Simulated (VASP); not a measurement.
Cu: relaxation of cell and atoms with RPBE

Cu:

```
CELL_PARAMETERS angstrom
0.00000 1.80750 1.80750
1.80750 0.00000 1.80750
1.80750 1.80750 0.00000
ATOMIC_POSITIONS crystal
Cu 0.00000 0.00000 0.00000
```

```yaml
Program: VASP 6.6.1
Task: relaxation of cell and atoms
Functional: RPBE
Potentials_or_basis: VASP PAW PBE potentials, release 64 (Cu)
Cutoff: 600 eV
k_mesh: 13 × 13 × 13
Occupations: fermi-dirac, width 0.05 eV
Spin: no spin polarisation
Dipole_correction: no
Further_INCAR_settings: ALGO = Normal; EDIFF = 1e-07; IBRION = 2; EDIFFG = -0.01; NSW = 60; ISIF = 3
```

```
Relaxed volume                        : 12.44 Å³/atom
Relaxed cell                          : a = 2.601 Å, b = 2.601 Å, c = 2.601 Å, α = 60.00°, β = 60.00°, γ = 60.00°
Space group after relaxing (to 0.1 Å) : Fm-3m (No. 225)
Energy gained by relaxing             : 13.5 meV/atom
Ionic steps                           : 3
Pressure after relaxing               : 0.0 GPa
Band gap on the k mesh                : zero (an odd number of electrons rules out a gap without spin polarisation)
```

The path:
```tsv
step	energy change (eV)	largest force (eV/Å)	pressure (GPa)	volume (Å³)
1	0.0000	0.0000	7.24	11.81
2	-0.0108	0.0000	-2.75	12.75
3	-0.0135	0.0000	0.02	12.44
```

Final structure:
```xyz
1
Lattice="0.0000 1.8390 1.8390 1.8390 0.0000 1.8390 1.8390 1.8390 0.0000" Properties=species:S:1:pos:R:3 pbc="T T T"
Cu    0.0000    0.0000    0.0000
```

Levels at points of the mesh, in eV from the Fermi level:
| k point | band 2 | band 3 | band 4 | band 5 | band 6 | band 7 | band 8 | band 9 |
| --- | --- | --- | --- | --- | --- | --- | --- | --- |
| (0.00, 0.00, 0.00) | -3.04 | -3.04 | -3.04 | -2.29 | -2.29 | 21.95 | 24.30 | 24.30 |

Wall time 13 s on 1 thread of AMD EPYC 9R45 96-Core Processor (Zen 5), with other jobs on the host, peak memory 0.1 GiB.

Caveat: the PAW data sets were made with another functional, which shifts forces and pressure a little. RPBE and its kin give volumes clearly too large for solids.
